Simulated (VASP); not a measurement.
# BP (BP (F-43m)) (F-43m) in VASP: further runs

Runs on BP (BP (F-43m)). Level: PBE. Tasks: single point.

All numbers are computed with VASP 6.6.1; they aren't measurements. Logs are shortened: lines on timing, memory, paths and dates and some standing lists are left out, and cuts for length are marked.

### Step 1. The cell of the first run

The structure is cubic, space group F-43m (No. 216). Conventional cell: a = 4.548 Å, b = 4.548 Å, c = 4.548 Å, α = 90.00°, β = 90.00°, γ = 90.00°. Within 2.6 Å of B (site symmetry -43m) lie 4 P at 1.97 Å. Within 2.6 Å of P (site symmetry -43m) lie 4 B at 1.97 Å.

### Step 2. Single point, PBE

INCAR reads:

```
SYSTEM = BP
PREC = Accurate
ENCUT = 500
EDIFF = 1E-6
ISMEAR = 0
SIGMA = 0.01
LREAL = .False.
LASPH = .True.
NELM = 120
ALGO = Normal
ISIF = 2
LWAVE = .False.
LCHARG = .False.
GGA = PE
NBANDS = 26
GGA_COMPAT = .False.
```

KPOINTS reads:

```
Automatic mesh
0
Gamma
  3 3 3
  0 0 0
```

POSCAR reads:

```
BP
1.0
    4.5480984033      0.0000000000      0.0000000000
    0.0000000000      0.0000000000     -4.5480984033
    0.0000000000      4.5480984033      0.0000000000
B P
4 4
Direct
    0.0000000000      0.0000000000      0.0000000000
    0.0000000000      0.5000000000      0.5000000000
    0.5000000000      0.0000000000      0.5000000000
    0.5000000000      0.5000000000      0.0000000000
    0.2500000000      0.2500000000      0.2500000000
    0.2500000000      0.7500000000      0.7500000000
    0.7500000000      0.2500000000      0.7500000000
    0.7500000000      0.7500000000      0.2500000000
```

Potentials or basis: VASP PAW PBE potentials, release 64 (B, P).

On the command line:

```sh
> cat potpaw_PBE.64/B/POTCAR potpaw_PBE.64/P/POTCAR > POTCAR
> mpirun -np 1 vasp_std > vasp.out
```

OUTCAR:

```text
SYSTEM = BP
   PREC = Accurate
   ENCUT = 500
   EDIFF = 1E-6
   ISMEAR = 0
   LREAL = .False.
   LASPH = .True.
   NELM = 120
   ISIF = 2
   GGA = PE

 ion  position               nearest neighbor table
   1  0.000  0.000  0.000-   5 1.97   6 1.97   7 1.97   8 1.97
   2  0.000  0.500  0.500-   5 1.97   6 1.97   7 1.97   8 1.97
   3  0.500  0.000  0.500-   5 1.97   6 1.97   7 1.97   8 1.97
   4  0.500  0.500  0.000-   5 1.97   6 1.97   7 1.97   8 1.97
   5  0.250  0.250  0.250-   1 1.97   2 1.97   3 1.97   4 1.97
   6  0.250  0.750  0.750-   1 1.97   2 1.97   3 1.97   4 1.97
   7  0.750  0.250  0.750-   1 1.97   2 1.97   3 1.97   4 1.97
   8  0.750  0.750  0.250-   1 1.97   2 1.97   3 1.97   4 1.97

  LATTYP: Found a simple cubic cell.
 ALAT       =     4.5480984033

  Lattice vectors:

 A1 = (   4.5480984033,   0.0000000000,   0.0000000000)
 A2 = (   0.0000000000,   0.0000000000,  -4.5480984033)
 A3 = (   0.0000000000,   4.5480984033,   0.0000000000)

Analysis of symmetry for initial positions (statically):
=====================================================================
 Subroutine PRICEL returns following result:

  LATTYP: Found a face centered cubic cell.
 ALAT       =     4.5480984033

  Lattice vectors:

 A1 = (   2.2740492017,   0.0000000000,   2.2740492017)
 A2 = (   2.2740492017,   2.2740492017,   0.0000000000)
 A3 = (   0.0000000000,   2.2740492017,   2.2740492017)

   4 primitive cells build up your supercell.

 Routine SETGRP: Setting up the symmetry group for a
 simple cubic supercell.

 Subroutine GETGRP returns: Found 24 space group operations
 (whereof 24 operations were pure point group operations)
 out of a pool of 48 trial point group operations.

The static configuration has the point symmetry T_d .

Analysis of symmetry for dynamics (positions and initial velocities):
=====================================================================
 Subroutine PRICEL returns following result:

  LATTYP: Found a face centered cubic cell.
 ALAT       =     4.5480984033

  Lattice vectors:

 A1 = (   2.2740492017,   0.0000000000,   2.2740492017)
[... 89 lines left out ...]
   ENCUT  =  500.0 eV  36.75 Ry    6.06 a.u.   8.29  8.29  8.29*2*pi/ulx,y,z
   NELM   =    120;   NELMIN=  2; NELMDL= -5     # of ELM steps
   EDIFF  = 0.1E-05   stopping-criterion for ELM
   LREAL  =      F    real-space projection
   EDIFFG = 0.1E-04   stopping-criterion for IOM
   NSW    =      0    number of steps for IOM
   IBRION =     -1    ionic relax: 0-MD 1-quasi-New 2-CG
   NFREE  =      0    steps in history (QN), initial steepest desc. (CG)
   ISIF   =      2    stress and relaxation
   ISYM   =      2    0-nonsym 1-usesym 2-fastsym
   POTIM  = 0.5000    time-step for ionic-motion
   TEBEG  =    0.0;   TEEND  =   0.0 temperature during run
   PSTRESS=    0.0 pullay stress
   NELECT =      32.0000    total number of electrons
   NUPDOWN=      -1.0000    fix difference up-down
   EMIN   =  10.00;   EMAX   =-10.00  energy-range for DOS
   EFERMI =   0.00;   METHOD = LEGACY
   ISMEAR =     0;   SIGMA  =   0.01  broadening in eV -4-tet -1-fermi 0-gaus
   EFERMI_NEDOS =   21; number of points for ismear=-14 and -15
   IALGO  =     38    algorithm
   IMIX   =      4    mixing-type and parameters
     AMIX     =   0.40;   BMIX     =  1.00
     AMIX_MAG =   1.60;   BMIX_MAG =  1.00
  volume/ion in A,a.u.               =      11.76        79.36
  Fermi-wavevector in a.u.,A,eV,Ry     =   1.142777  2.159536 17.768395  1.305940
  Thomas-Fermi vector in A             =   2.279474
   LORBIT       =      0    0 simple, 1 ext, 2 COOP (PROOUT), +10 PAW based schemes
   GGA     = PE    functional components
   LHFCALC =     F    Hartree Fock is set to
   AEXX    =    0.0000 exact exchange contribution
   IVDW    =     0    specifies the selected vdW correction
   LEPSILON=     F    determine dielectric tensor
   LRPA    =     F    only Hartree local field effects (RPA)
 non-spin polarized calculation
 Gauss-broadening in eV      SIGMA  =   0.01
  energy-cutoff  :      500.00
  volume of cell :       94.08
 maximum number of plane-waves:      2390
 NGX is ok and might be reduce to    36
   NGX = 17   NGY = 17   NGZ = 17

 number of electron      31.9999993 magnetization

 Free energy of the ion-electron system (eV)
  ---------------------------------------------------
  ext. energy  EPLUGINS =         0.00000000
  ---------------------------------------------------
  free energy    TOTEN  =       -51.62557218 eV

  energy without entropy =      -51.62557218  energy(sigma->0) =      -51.62557218

 E-fermi :   7.4131     XC(G=0): -10.8748

 val. band max:        7.3626763017   @ k =   0.0000   0.0000   0.0000
 cond. band min:       8.7033711669   @ k =   0.0000   0.0000   0.0000
 fundamental gap:      1.3406948652
 Fermi energy:         7.4131409661

 k-point     1 :       0.0000    0.0000    0.0000
  band No.  band energies     occupation
      1      -8.0413      2.00000
      2      -3.2214      2.00000
      3      -3.2214      2.00000
      4      -3.2214      2.00000
      5      -1.1877      2.00000
      6      -1.1877      2.00000
[... 105 lines left out ...]
     25      13.7633      0.00000
     26      13.7959      0.00000

------------------------ aborting loop because EDIFF is reached ----------------------------------------

  FORCE on cell =-STRESS in cart. coord.  units (eV):
  Direction    XX          YY          ZZ          XY          YZ          ZX
  --------------------------------------------------------------------------------------
  -------------------------------------------------------------------------------------
  Total        0.0184902      0.0184902      0.0184902      0.0000000      0.0000000      0.0000000
  in kB        0.3148935      0.3148935      0.3148935      0.0000000      0.0000000      0.0000000
  external PRESSURE =       0.3148935 kB  Pullay stress =       0.0000000 kB

 VOLUME and BASIS-vectors are now :
 -----------------------------------------------------------------------------
  energy-cutoff  :      500.00
  volume of cell :       94.08
      direct lattice vectors                 reciprocal lattice vectors
     4.548098403  0.000000000  0.000000000     0.219872112  0.000000000  0.000000000
     0.000000000  0.000000000 -4.548098403     0.000000000  0.000000000 -0.219872112
     0.000000000  4.548098403  0.000000000     0.000000000  0.219872112  0.000000000

 POSITION                                       TOTAL-FORCE (eV/Angst)
 -----------------------------------------------------------------------------------
      0.00000      0.00000      0.00000         0.000000      0.000000      0.000000
      0.00000      2.27405     -2.27405         0.000000      0.000000      0.000000
      2.27405      2.27405      0.00000        -0.000000      0.000000      0.000000
      2.27405      0.00000     -2.27405        -0.000000      0.000000      0.000000
      1.13702      1.13702     -1.13702        -0.000000     -0.000000     -0.000000
      1.13702      3.41107     -3.41107        -0.000000     -0.000000      0.000000
      3.41107      3.41107     -1.13702         0.000000      0.000000      0.000000
      3.41107      1.13702     -3.41107         0.000000     -0.000000     -0.000000
 -----------------------------------------------------------------------------------
    total drift:                                0.000000      0.000000     -0.000000

  FREE ENERGIE OF THE ION-ELECTRON SYSTEM (eV)
  ---------------------------------------------------
  free  energy   TOTEN  =       -51.6255721780 eV

  energy  without entropy=      -51.6255721780  energy(sigma->0) =      -51.62557218
```

stdout:

```text
POSCAR found type information on POSCAR B P
 POSCAR found :  2 types and       8 ions
 scaLAPACK will be used
 LDA part: xc-table for (Slater+PW92), standard interpolation
 POSCAR, INCAR and KPOINTS ok, starting setup
 FFT: planning ... GRIDC
 FFT: planning ... GRID_SOFT
 FFT: planning ... GRID
 WAVECAR not read
 entering main loop
```

Run time: 29 s. Hardware: 1 thread of AMD EPYC 7R13, shared host; peak memory 0.16 GiB.

Results:

* Free energy: -51.6256 eV
* Pressure: 0.0 GPa
* Band gap on the k mesh: 1.34 eV

Caveat: the k points lie up to 0.46 Å⁻¹ apart. A k mesh can miss the band edges.

### Step 3. Single point, PBE

INCAR reads:

```
PREC = Accurate
ENCUT = 500
EDIFF = 1E-6
ISMEAR = 0
SIGMA = 0.01
LREAL = False
LASPH = True
NELM = 120
ALGO = Normal
ISIF = 2
LWAVE = False
LCHARG = False
GGA = PE
NBANDS = 26
GGA_COMPAT = False
```

KPOINTS reads:

```
Automatic mesh
0
Gamma
  3 3 3
```

POSCAR is that of step 2.

Potentials or basis: VASP PAW PBE potentials, release 64 (B, P).

On the command line:

```sh
> cat potpaw_PBE.64/B/POTCAR potpaw_PBE.64/P/POTCAR > POTCAR
> mpirun -np 1 vasp_std > vasp.out
```

OUTCAR:

```text
PREC = Accurate
   ENCUT = 500
   EDIFF = 1E-6
   ISMEAR = 0
   LREAL = False
   LASPH = True
   NELM = 120
   ISIF = 2
   GGA = PE

 ion  position               nearest neighbor table
   1  0.000  0.000  0.000-   5 1.97   6 1.97   7 1.97   8 1.97
   2  0.000  0.500  0.500-   5 1.97   6 1.97   7 1.97   8 1.97
   3  0.500  0.000  0.500-   5 1.97   6 1.97   7 1.97   8 1.97
   4  0.500  0.500  0.000-   5 1.97   6 1.97   7 1.97   8 1.97
   5  0.250  0.250  0.250-   1 1.97   2 1.97   3 1.97   4 1.97
   6  0.250  0.750  0.750-   1 1.97   2 1.97   3 1.97   4 1.97
   7  0.750  0.250  0.750-   1 1.97   2 1.97   3 1.97   4 1.97
   8  0.750  0.750  0.250-   1 1.97   2 1.97   3 1.97   4 1.97

  LATTYP: Found a simple cubic cell.
 ALAT       =     4.5480984033

  Lattice vectors:

 A1 = (   4.5480984033,   0.0000000000,   0.0000000000)
 A2 = (   0.0000000000,   0.0000000000,  -4.5480984033)
 A3 = (   0.0000000000,   4.5480984033,   0.0000000000)

Analysis of symmetry for initial positions (statically):
[... 176 lines left out ...]
 cond. band min:       8.7033711669   @ k =   0.0000   0.0000   0.0000
 fundamental gap:      1.3406948652
 Fermi energy:         7.4131409661

 k-point     1 :       0.0000    0.0000    0.0000
  band No.  band energies     occupation
      1      -8.0413      2.00000
      2      -3.2214      2.00000
      3      -3.2214      2.00000
      4      -3.2214      2.00000
      5      -1.1877      2.00000
      6      -1.1877      2.00000
[... 105 lines left out ...]
     25      13.7633      0.00000
     26      13.7959      0.00000

------------------------ aborting loop because EDIFF is reached ----------------------------------------

  FORCE on cell =-STRESS in cart. coord.  units (eV):
  Direction    XX          YY          ZZ          XY          YZ          ZX
  --------------------------------------------------------------------------------------
  -------------------------------------------------------------------------------------
  Total        0.0184902      0.0184902      0.0184902      0.0000000      0.0000000      0.0000000
  in kB        0.3148935      0.3148935      0.3148935      0.0000000      0.0000000      0.0000000
  external PRESSURE =       0.3148935 kB  Pullay stress =       0.0000000 kB

 VOLUME and BASIS-vectors are now :
 -----------------------------------------------------------------------------
  energy-cutoff  :      500.00
  volume of cell :       94.08
      direct lattice vectors                 reciprocal lattice vectors
     4.548098403  0.000000000  0.000000000     0.219872112  0.000000000  0.000000000
     0.000000000  0.000000000 -4.548098403     0.000000000  0.000000000 -0.219872112
     0.000000000  4.548098403  0.000000000     0.000000000  0.219872112  0.000000000

 POSITION                                       TOTAL-FORCE (eV/Angst)
 -----------------------------------------------------------------------------------
      0.00000      0.00000      0.00000         0.000000      0.000000      0.000000
      0.00000      2.27405     -2.27405         0.000000      0.000000      0.000000
      2.27405      2.27405      0.00000        -0.000000      0.000000      0.000000
      2.27405      0.00000     -2.27405        -0.000000      0.000000      0.000000
      1.13702      1.13702     -1.13702        -0.000000     -0.000000     -0.000000
      1.13702      3.41107     -3.41107        -0.000000     -0.000000      0.000000
      3.41107      3.41107     -1.13702         0.000000      0.000000      0.000000
      3.41107      1.13702     -3.41107         0.000000     -0.000000     -0.000000
 -----------------------------------------------------------------------------------
    total drift:                                0.000000      0.000000     -0.000000

  FREE ENERGIE OF THE ION-ELECTRON SYSTEM (eV)
  ---------------------------------------------------
  free  energy   TOTEN  =       -51.6255721780 eV

  energy  without entropy=      -51.6255721780  energy(sigma->0) =      -51.62557218
```

OSZICAR:

```text
N       E                     dE             d eps       ncg     rms          rms(c)
DAV:   1     0.774545405171E+02    0.77455E+02   -0.13800E+04   208   0.107E+03
DAV:   2    -0.482915207249E+02   -0.12575E+03   -0.11597E+03   270   0.181E+02
DAV:   3    -0.543611408129E+02   -0.60696E+01   -0.60049E+01   272   0.377E+01
DAV:   4    -0.544286477367E+02   -0.67507E-01   -0.67384E-01   244   0.458E+00
DAV:   5    -0.544299066881E+02   -0.12590E-02   -0.12581E-02   250   0.579E-01    0.143E+01
DAV:   6    -0.520114610351E+02    0.24184E+01   -0.37730E+00   242   0.857E+00    0.789E+00
DAV:   7    -0.516531671423E+02    0.35829E+00   -0.85445E-01   254   0.403E+00    0.238E+00
DAV:   8    -0.516233818682E+02    0.29785E-01   -0.89005E-02   246   0.147E+00    0.412E-01
DAV:   9    -0.516247892524E+02   -0.14074E-02   -0.39647E-03   240   0.321E-01    0.176E-01
DAV:  10    -0.516254582925E+02   -0.66904E-03   -0.74942E-04   240   0.137E-01    0.454E-02
DAV:  11    -0.516255697374E+02   -0.11144E-03   -0.14122E-04   238   0.637E-02    0.539E-02
DAV:  12    -0.516255720810E+02   -0.23435E-05   -0.12160E-05   256   0.161E-02    0.836E-03
DAV:  13    -0.516255721780E+02   -0.97019E-07   -0.10152E-06   150   0.479E-03
   1 F= -.51625572E+02 E0= -.51625572E+02  d E =-.545860E-14
```

stdout:

```text
POSCAR found type information on POSCAR B P
 POSCAR found :  2 types and       8 ions
 scaLAPACK will be used
 LDA part: xc-table for (Slater+PW92), standard interpolation
 POSCAR, INCAR and KPOINTS ok, starting setup
 FFT: planning ... GRIDC
 FFT: planning ... GRID_SOFT
 FFT: planning ... GRID
 WAVECAR not read
 entering main loop
```

Run time: 26 s. Hardware: 1 thread of AMD EPYC 7R13, shared host; peak memory 0.16 GiB.

Results:

```yaml
Free_energy: -51.6256 eV
Pressure: 0.0 GPa
Band_gap_on_the_k_mesh: 1.34 eV
```

Caveat: the k points lie up to 0.46 Å⁻¹ apart.
